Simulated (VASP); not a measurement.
# CuO (C2/c) in VASP: single point with PBE+U

Aim: the single point of CuO with PBE+U.

Everything below comes from runs of VASP 6.6.1. Logs are shortened: lines on timing, memory, paths and dates and some standing lists are left out, and cuts for length are marked.

## 1. The cell of the first run

The structure is monoclinic, space group C2/c (No. 15). The conventional cell has a = 4.684 Å, b = 3.423 Å, c = 5.129 Å, α = 90.00°, β = 99.54°, γ = 90.00°. Cu (site symmetry -1) has 4 O at 1.95 to 1.96 Å within 2.6 Å. O (site symmetry 2) has 6 Cu at 1.95 to 2.78 Å and 6 O at 2.62 to 2.90 Å within 3.0 Å.

## 2. Single point, PBE+U, collinear spin

INCAR reads:

```
SYSTEM = CuO
ALGO = Normal
EDIFF = 1E-7
ENCUT = 520
GGA = PE
ISIF = 2
ISMEAR = -1
ISPIN = 2
LASPH = .TRUE.
LCHARG = .FALSE.
LDAU = .TRUE.
LDAUJ = 0 0
LDAUL = 2 -1
LDAUPRINT = 1
LDAUTYPE = 2
LDAUU = 4 0
LMAXMIX = 4
LORBIT = 11
LREAL = .FALSE.
LWAVE = .FALSE.
MAGMOM = 1 1 0 0
NBANDS = 29
NELM = 150
PREC = Accurate
SIGMA = 0.02
```

KPOINTS reads:

```
k-points
0
G
  7 7 4
  0 0 0
```

POSCAR reads:

```
CuO
1.0
    2.3418500000     -1.7113000000      0.0000000000
    2.3418500000      1.7113000000      0.0000000000
   -0.8500300000      0.0000000000      5.0578700000
Cu O
2 2
Direct
    0.0000000000      0.5000000000      0.0000000000
    0.5000000000      0.0000000000      0.5000000000
    0.5816000000      0.4184000000      0.2500000000
    0.4184000000      0.5816000000      0.7500000000
```

Potentials or basis: VASP PAW PBE potentials, release 64 (Cu, O).

Command:

```
$ cat potpaw_PBE.64/Cu/POTCAR potpaw_PBE.64/O/POTCAR > POTCAR
$ mpirun -np 1 vasp_std > vasp.out
```

OUTCAR:

```text
SYSTEM = CuO
   EDIFF = 1E-7
   ENCUT = 520
   GGA = PE
   ISIF = 2
   ISMEAR = -1
   ISPIN = 2
   LASPH = .TRUE.
   LORBIT = 11
   LREAL = .FALSE.
   NELM = 150
   PREC = Accurate

 ion  position               nearest neighbor table
   1  0.000  0.500  0.000-   3 1.95   4 1.95   4 1.96   3 1.96
   2  0.500  0.000  0.500-   4 1.95   3 1.95   4 1.96   3 1.96
   3  0.582  0.418  0.250-   2 1.95   1 1.95   2 1.96   1 1.96
   4  0.418  0.582  0.750-   1 1.95   2 1.95   2 1.96   1 1.96

  LATTYP: Found a base centered monoclinic cell.
 ALAT       =     4.6837000000
 B/A-ratio  =     0.7307470589
 C/A-ratio  =     1.0950319242
 COS(beta)  =    -0.1657365915

  Lattice vectors:

 A1 = (   2.3418500000,  -1.7113000000,   0.0000000000)
 A2 = (   2.3418500000,   1.7113000000,   0.0000000000)
 A3 = (  -0.8500300000,   0.0000000000,   5.0578700000)

Analysis of symmetry for initial positions (statically):
=====================================================================
 Subroutine PRICEL returns:
 Original cell was already a primitive cell.

 Routine SETGRP: Setting up the symmetry group for a
 base centered monoclinic supercell.

 Subroutine GETGRP returns: Found  4 space group operations
 (whereof  2 operations were pure point group operations)
 out of a pool of  4 trial point group operations.

The static configuration has the point symmetry S_2 .
 The point group associated with its full space group is C_2h.

Analysis of symmetry for dynamics (positions and initial velocities):
=====================================================================
 Subroutine PRICEL returns:
 Original cell was already a primitive cell.

 Routine SETGRP: Setting up the symmetry group for a
 base centered monoclinic supercell.

 Subroutine GETGRP returns: Found  4 space group operations
 (whereof  2 operations were pure point group operations)
 out of a pool of  4 trial point group operations.

The dynamic configuration has the point symmetry S_2 .
 The point group associated with its full space group is C_2h.

Analysis of structural, dynamic, and magnetic symmetry:
=====================================================================
 Subroutine PRICEL returns:
 Original cell was already a primitive cell.

 Routine SETGRP: Setting up the symmetry group for a
 base centered monoclinic supercell.

 Subroutine GETGRP returns: Found  4 space group operations
 (whereof  2 operations were pure point group operations)
 out of a pool of  4 trial point group operations.

The overall configuration has the point symmetry S_2 .
 The point group associated with its full space group is C_2h.

 Subroutine INISYM returns: Found  4 space group operations
 (whereof  2 operations are pure point group operations),
 and found     1 'primitive' translations

----------------------------------------------------------------------------------------

                                     Primitive cell

  volume of cell :      40.5399

  direct lattice vectors                    reciprocal lattice vectors
     2.341850000 -1.711300000  0.000000000     0.213506416 -0.292175539  0.035882073
     2.341850000  1.711300000  0.000000000     0.213506416  0.292175539  0.035882073
    -0.850030000  0.000000000  5.057870000     0.000000000  0.000000000  0.197711685

  length of vectors
[... 148 lines left out ...]
 occupancies and eigenvectors

  o =  0.3938  v =  0.0000  0.0000  0.0000  0.0000  0.0000 -0.1166 -0.5513  0.0126  0.7843 -0.2593      0.0000  0.0000  0.0000  0.0000  0.0000  0.0000  0.0000  0.0000  0.0000  0.0000
  o =  0.9500  v =  0.0000  0.0000  0.0000  0.0000  0.0000  0.8496  0.1764 -0.4317  0.2214 -0.1082      0.0000  0.0000  0.0000  0.0000  0.0000  0.0000  0.0000  0.0000  0.0000  0.0000
  o =  0.9593  v =  0.8637  0.1598 -0.4339  0.1898 -0.0650  0.0000  0.0000  0.0000  0.0000  0.0000      0.0000  0.0000  0.0000  0.0000  0.0000  0.0000  0.0000  0.0000  0.0000  0.0000
  o =  0.9657  v =  0.0000  0.0000  0.0000  0.0000  0.0000  0.0868  0.0613  0.1492  0.3565  0.9161      0.0000  0.0000  0.0000  0.0000  0.0000  0.0000  0.0000  0.0000  0.0000  0.0000
  o =  0.9670  v =  0.0000  0.0000  0.0000  0.0000  0.0000  0.1530 -0.7869 -0.3111 -0.4395  0.2599      0.0000  0.0000  0.0000  0.0000  0.0000  0.0000  0.0000  0.0000  0.0000  0.0000
  o =  0.9728  v =  0.0595 -0.6830 -0.3451 -0.5788 -0.2755  0.0000  0.0000  0.0000  0.0000  0.0000      0.0000  0.0000  0.0000  0.0000  0.0000  0.0000  0.0000  0.0000  0.0000  0.0000
  o =  0.9737  v =  0.1311 -0.3901 -0.0011  0.0411  0.9105  0.0000  0.0000  0.0000  0.0000  0.0000      0.0000  0.0000  0.0000  0.0000  0.0000  0.0000  0.0000  0.0000  0.0000  0.0000
  o =  0.9755  v =  0.0000  0.0000  0.0000  0.0000  0.0000  0.4834 -0.2050  0.8333 -0.1250 -0.1191      0.0000  0.0000  0.0000  0.0000  0.0000  0.0000  0.0000  0.0000  0.0000  0.0000
  o =  0.9790  v = -0.4758  0.1955 -0.8323  0.1477  0.1446  0.0000  0.0000  0.0000  0.0000  0.0000      0.0000  0.0000  0.0000  0.0000  0.0000  0.0000  0.0000  0.0000  0.0000  0.0000
  o =  1.0277  v =  0.0830  0.5636 -0.0071 -0.7781  0.2646  0.0000  0.0000  0.0000  0.0000  0.0000      0.0000  0.0000  0.0000  0.0000  0.0000  0.0000  0.0000  0.0000  0.0000  0.0000

atom =   2  type =  1  l = 2

 onsite density matrix

spin component  1

  0.9645  0.0001 -0.0075  0.0062 -0.0016
  0.0001  0.9903  0.0003  0.0243 -0.0082
 -0.0075  0.0003  0.9746  0.0007 -0.0012
  0.0062  0.0243  0.0007  1.0057 -0.0110
 -0.0016 -0.0082 -0.0012 -0.0110  0.9775

spin component  2

  0.9489 -0.0402 -0.0105 -0.0486  0.0164
 -0.0402  0.7927 -0.0038 -0.2474  0.0815
 -0.0105 -0.0038  0.9696 -0.0050  0.0000
 -0.0486 -0.2474 -0.0050  0.6136  0.1167
  0.0164  0.0815  0.0000  0.1167  0.9273

 occupancies and eigenvectors

  o =  0.3938  v =  0.0000  0.0000  0.0000  0.0000  0.0000  0.1166  0.5513  0.0126  0.7843 -0.2593      0.0000  0.0000  0.0000  0.0000  0.0000  0.0000  0.0000  0.0000  0.0000  0.0000
  o =  0.9500  v =  0.0000  0.0000  0.0000  0.0000  0.0000 -0.8496 -0.1764 -0.4317  0.2214 -0.1082      0.0000  0.0000  0.0000  0.0000  0.0000  0.0000  0.0000  0.0000  0.0000  0.0000
  o =  0.9593  v =  0.8637  0.1598  0.4339 -0.1898  0.0650  0.0000  0.0000  0.0000  0.0000  0.0000      0.0000  0.0000  0.0000  0.0000  0.0000  0.0000  0.0000  0.0000  0.0000  0.0000
  o =  0.9657  v =  0.0000  0.0000  0.0000  0.0000  0.0000 -0.0868 -0.0613  0.1492  0.3565  0.9161      0.0000  0.0000  0.0000  0.0000  0.0000  0.0000  0.0000  0.0000  0.0000  0.0000
  o =  0.9670  v =  0.0000  0.0000  0.0000  0.0000  0.0000 -0.1530  0.7869 -0.3111 -0.4395  0.2599      0.0000  0.0000  0.0000  0.0000  0.0000  0.0000  0.0000  0.0000  0.0000  0.0000
  o =  0.9728  v = -0.0595  0.6830 -0.3451 -0.5788 -0.2755  0.0000  0.0000  0.0000  0.0000  0.0000      0.0000  0.0000  0.0000  0.0000  0.0000  0.0000  0.0000  0.0000  0.0000  0.0000
  o =  0.9737  v =  0.1311 -0.3901  0.0011 -0.0411 -0.9105  0.0000  0.0000  0.0000  0.0000  0.0000      0.0000  0.0000  0.0000  0.0000  0.0000  0.0000  0.0000  0.0000  0.0000  0.0000
  o =  0.9755  v =  0.0000  0.0000  0.0000  0.0000  0.0000 -0.4834  0.2050  0.8333 -0.1250 -0.1191      0.0000  0.0000  0.0000  0.0000  0.0000  0.0000  0.0000  0.0000  0.0000  0.0000
  o =  0.9790  v =  0.4758 -0.1955 -0.8323  0.1477  0.1446  0.0000  0.0000  0.0000  0.0000  0.0000      0.0000  0.0000  0.0000  0.0000  0.0000  0.0000  0.0000  0.0000  0.0000  0.0000
  o =  1.0277  v = -0.0830 -0.5636 -0.0071 -0.7781  0.2646  0.0000  0.0000  0.0000  0.0000  0.0000      0.0000  0.0000  0.0000  0.0000  0.0000  0.0000  0.0000  0.0000  0.0000  0.0000

 number of electron      34.0000001 magnetization       1.9964415

 Free energy of the ion-electron system (eV)
  ---------------------------------------------------
  ext. energy  EPLUGINS =         0.00000000
  ---------------------------------------------------
  free energy    TOTEN  =       -17.11785004 eV

  energy without entropy =      -17.11762437  energy(sigma->0) =      -17.11773720

 E-fermi :   5.4419     XC(G=0): -11.8646

 val. band max:        5.4020685547   @ k =   0.4286   0.4286  -0.0000
 cond. band min:       5.4717354139   @ k =  -0.4286   0.4286   0.0000
 fundamental gap:      0.0696668592
 Fermi energy:         5.4419284296

 spin component 1

 k-point     1 :       0.0000    0.0000    0.0000
  band No.  band energies     occupation
      1     -14.2019      1.00000
      2     -12.8455      1.00000
      3      -2.8411      1.00000
      4      -1.7139      1.00000
      5      -1.3135      1.00000
      6       0.3778      1.00000
[... 1529 lines left out ...]
     28      23.8638      0.00000
     29      25.7064      0.00000

 [... further k-points ...]

------------------------ aborting loop because EDIFF is reached ----------------------------------------

  FORCE on cell =-STRESS in cart. coord.  units (eV):
  Direction    XX          YY          ZZ          XY          YZ          ZX
  --------------------------------------------------------------------------------------
  -------------------------------------------------------------------------------------
  Total        1.0379545      1.3644080      1.2928765      0.0000000      0.0000000      0.1083754
  in kB       41.0209767     53.9227420     51.0957463      0.0000000      0.0000000      4.2831038
  external PRESSURE =      48.6798217 kB  Pullay stress =       0.0000000 kB

 VOLUME and BASIS-vectors are now :
 -----------------------------------------------------------------------------
  energy-cutoff  :      520.00
  volume of cell :       40.54
      direct lattice vectors                 reciprocal lattice vectors
     2.341850000 -1.711300000  0.000000000     0.213506416 -0.292175539  0.035882073
     2.341850000  1.711300000  0.000000000     0.213506416  0.292175539  0.035882073
    -0.850030000  0.000000000  5.057870000     0.000000000  0.000000000  0.197711685

 POSITION                                       TOTAL-FORCE (eV/Angst)
 -----------------------------------------------------------------------------------
      1.17092      0.85565      0.00000        -0.000000      0.000000     -0.000000
      0.74591     -0.85565      2.52894        -0.000000      0.000000     -0.000000
      2.12934     -0.27928      1.26447         0.000000      0.054544      0.000000
      1.70433      0.27928      3.79340        -0.000000     -0.054544     -0.000000
 -----------------------------------------------------------------------------------
    total drift:                                0.000000     -0.000000     -0.000000

  FREE ENERGIE OF THE ION-ELECTRON SYSTEM (eV)
  ---------------------------------------------------
  free  energy   TOTEN  =       -17.1178500394 eV

  energy  without entropy=      -17.1176243686  energy(sigma->0) =      -17.11773720

 total charge

# of ion       s       p       d       tot
------------------------------------------
    1        0.377   0.390   9.144   9.911
    2        0.377   0.390   9.144   9.911
    3        1.557   3.440   0.000   4.997
    4        1.557   3.440   0.000   4.997
--------------------------------------------------
tot          3.869   7.661  18.287  29.818

 magnetization (x)

# of ion       s       p       d       tot
------------------------------------------
    1       -0.003   0.003   0.661   0.660
    2       -0.003   0.003   0.661   0.660
    3        0.020   0.278   0.000   0.298
    4        0.020   0.278   0.000   0.298
--------------------------------------------------
tot          0.033   0.563   1.321   1.917
```

Run time: 3.8 min. Hardware: 1 thread of Intel Xeon 8259CL, shared host; peak memory 0.25 GiB.

What came out:

* Free energy: -17.1179 eV
* Pressure: 4.9 GPa
* Largest force: 0.055 eV/Å
* Band gap on the k mesh: 0.07 eV (least direct gap 0.09 eV)
* Net moment: 2.00 μB per cell
* Site moments: Cu +0.66; O +0.30 μB
* Valence electrons inside the program's atomic spheres: Cu 9.91; O 5.00

Forces on the atoms (eV/Å):
```
Cu   0.000  0.000  0.000
Cu   0.000  0.000  0.000
O    0.000  0.055  0.000
O    0.000 -0.055  0.000
```

Stress tensor (GPa, compression positive):
```
4.10 0.00 0.43
0.00 5.39 0.00
0.43 0.00 5.11
```

Levels at points of the mesh, in eV from the valence-band top:
Spin up:
| k point | band 15 | band 16 | band 17 | band 18 | band 19 | band 20 | band 21 | band 22 |
| --- | --- | --- | --- | --- | --- | --- | --- | --- |
| (0.00, 0.00, 0.00) | -2.72 | -2.32 | -0.60 | -0.05 | 1.69 | 6.39 | 8.26 | 13.71 |
| (0.00, 0.00, 0.50) | -2.01 | -2.01 | -0.71 | -0.71 | 4.03 | 4.03 | 11.88 | 11.88 |
Spin down:
```csv
k point,band 14,band 15,band 16,band 17,band 18,band 19
"(0.00, 0.00, 0.00)",-2.26,-2.19,-1.73,1.30,1.99,2.17
"(0.00, 0.00, 0.50)",-3.01,-1.48,-1.48,1.55,1.55,4.34
```

Eigenvalues of the final occupation matrices:
```
    site  spin  trace               eigenvalues
site 1 d     1   4.91  0.96 0.97 0.97 0.98 1.03
site 1 d     2   4.25  0.39 0.95 0.97 0.97 0.98
site 2 d     1   4.91  0.96 0.97 0.97 0.98 1.03
site 2 d     2   4.25  0.39 0.95 0.97 0.97 0.98
```

Caveat: the cell stands under pressure; an odd mesh through Γ misses points on the zone boundary, where band edges can lie.
